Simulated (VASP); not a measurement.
Runs of VASP 6.6.1 on InSb. The structure is that of space group F-43m (No. 216), or close to it. The cells are those of the table. 

| cell | gap on the mesh (eV) | pressure (GPa) |
| --- | --- | --- |
| a = 4.535, b = 4.535, c = 4.581 Å, angles 59.7, 59.7, 60.7°, 2 atoms | 0.30 | 2.8 |
| a = 4.547, b = 4.547, c = 4.581 Å, angles 59.8, 59.8, 60.5°, 2 atoms | 0.28 | 2.5 |
| a = 4.615, b = 4.615, c = 4.581 Å, angles 60.2, 60.2, 59.5°, 2 atoms | 0.12 | (c) |
| a = 4.558, b = 4.558, c = 4.581 Å, angles 59.8, 59.8, 60.3°, 2 atoms | (a) | 2.2 |
| a = 4.604, b = 4.604, c = 4.581 Å, angles 60.2, 60.2, 59.7°, 2 atoms | 0.16 | (b) |

Alike in all rows: task single point; level r2SCAN; potentials or basis VASP PAW PBE potentials, release 64 (In_d, Sb); no spin polarisation; k mesh 10 × 10 × 10; cutoff (eV) 520; smearing gaussian 0.03 eV.

Task: Estimate the missing entries.

Result: (a) 0.27; (b) 1.2; (c) 0.9.

Caveats: the PAW data sets were made with another functional, which shifts forces and pressure a little; spin-orbit coupling is left out, which moves the levels of the heavy elements.

A k mesh can miss the band edges, and the runs leave out spin-orbit coupling on In, Sb.
